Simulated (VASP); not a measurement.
Here is a VASP 6.6.1 calculation.

The input INCAR:

```
PREC = Accurate ; ENCUT = 520
EDIFF = 1E-6 ; ISMEAR = 0
SIGMA = 0.05 ; LREAL = F
LASPH = T ; NELM = 150
ALGO = Normal ; ISIF = 2
LWAVE = F ; LCHARG = F
ISPIN = 2 ; MAGMOM = 7.75 -4.25
LORBIT = 11 ; LMAXMIX = 6
LDAU = T ; LDAUTYPE = 2
LDAUL = 3 -1 ; LDAUU = 6 0
LDAUJ = 0 0 ; LDAUPRINT = 1
GGA = PE ; NBANDS = 26
```

The input KPOINTS:

```
regular mesh
0
Gamma
  8 8 8
```

File POSCAR:

```
EuMn
1.0
    3.6893298574      0.0000000000      0.0000000000
    0.0000000000      3.6893298574      0.0000000000
    0.0000000000      0.0000000000      3.6893298574
Eu Mn
1 1
Direct
    0.0000000000      0.0000000000      0.0000000000
    0.5000000000      0.5000000000      0.5000000000
```

Potentials or basis: VASP PAW PBE potentials, release 64 (Eu, Mn_pv).

Run with:

```bash
$ cat potpaw_PBE.64/Eu/POTCAR potpaw_PBE.64/Mn_pv/POTCAR > POTCAR
$ mpirun -np 1 vasp_std > vasp.out
```

(1) Predict the site moments.

(2) Estimate the net moment.

(3) Estimate the pressure.

Answers

(1) Eu +6.83; Mn -3.75 μB.

(2) 3.63 μB per cell.

(3) 1.6 GPa.
